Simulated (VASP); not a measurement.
Input of a VASP 6.6.1 run:

INCAR

```
ALGO = Normal ; EDIFF = 1E-7
ENCUT = 520 ; ISIF = 2
ISMEAR = -1 ; LASPH = True
LCHARG = True ; LELF = True
LREAL = False ; LVHAR = True
LWAVE = False ; NBANDS = 11
NELM = 100 ; PREC = Accurate
SIGMA = 0.08
```

Contents of KPOINTS:

```
k-points
0
Gamma
  20 20 20
```

The input POSCAR:

```
C
1.0
    0.0000000000      1.7655660000      1.7834000000
    1.7655660000      0.0000000000      1.7834000000
    1.7655660000      1.7655660000      0.0000000000
C
2
Direct
    0.5000000000      0.5000000000      0.5000000000
    0.7500000000      0.7500000000      0.7500000000
```

Potentials or basis: VASP PAW LDA potentials, release 64 (C).

Command:

```bash
$ cat potpaw_LDA.64/C/POTCAR > POTCAR
$ mpirun -np 1 vasp_std > vasp.out
```

Task: Estimate the band gap on the k mesh.

Result: 4.02 eV (least direct gap 5.51 eV).

Task: Predict the pressure.

Result: -2.8 GPa.

Stress tensor (GPa, compression positive):
```
 0.39  0.00  0.00
 0.00  0.39  0.00
 0.00  0.00 -9.20
```

Caveat: the cell differs from its parent crystal (equal xx and yy strain of -1 %). A k mesh can miss the band edges.
